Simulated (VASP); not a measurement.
Input of a VASP 6.6.1 run:

The input INCAR:

```
ALGO = Normal ; EDIFF = 1E-6
ENCUT = 520 ; GGA = PE
ISIF = 2 ; ISMEAR = 0
IVDW = 12 ; LASPH = T
LCHARG = T ; LELF = T
LREAL = F ; LVHAR = T
LWAVE = F ; NBANDS = 18
NELM = 60 ; PREC = Accurate
SIGMA = 0.15
```

KPOINTS

```
k-points
0
Gamma
  12 12 8
```

The input POSCAR:

```
PtSe2
1.0
    3.7224757418      0.0000000000      0.0000000000
   -1.8612378709      3.2237585574      0.0000000000
    0.0000000000      0.0000000000      4.9497759939
Pt Se
1 2
Direct
    0.0000000000      0.0000000000      0.0000000000
    0.3333333333      0.6666666667      0.2341021151
    0.6666666667      0.3333333333      0.7658978849
```

Potentials or basis: VASP PAW PBE potentials, release 64 (Pt, Se).

Launch:

```sh
$ cat potpaw_PBE.64/Pt/POTCAR potpaw_PBE.64/Se/POTCAR > POTCAR
$ mpirun -np 1 vasp_std > vasp.out
```

Task: Predict the band gap on the k mesh.

Result: Zero (band 11 reaches 7.09 eV, above the bottom of band 12 at 7.01 eV).

Task: What does it give for the dispersion energy per atom?

Result: -0.487 eV.

Task: Predict the pressure.

Result: 12.1 GPa.

Task: Estimate the largest force.

Result: 2.022 eV/Å.

Stress tensor (GPa, compression positive):
```
13.01  0.00  0.00
 0.00 13.01  0.00
 0.00  0.00 10.38
```

Caveat: spin-orbit coupling is left out, which moves the levels of the heavy elements; pairwise dispersion overbinds metals, which lowers pressure and volume; forces of over 1 eV/Å act on the atoms, so gaps and moduli don't describe the material at rest.
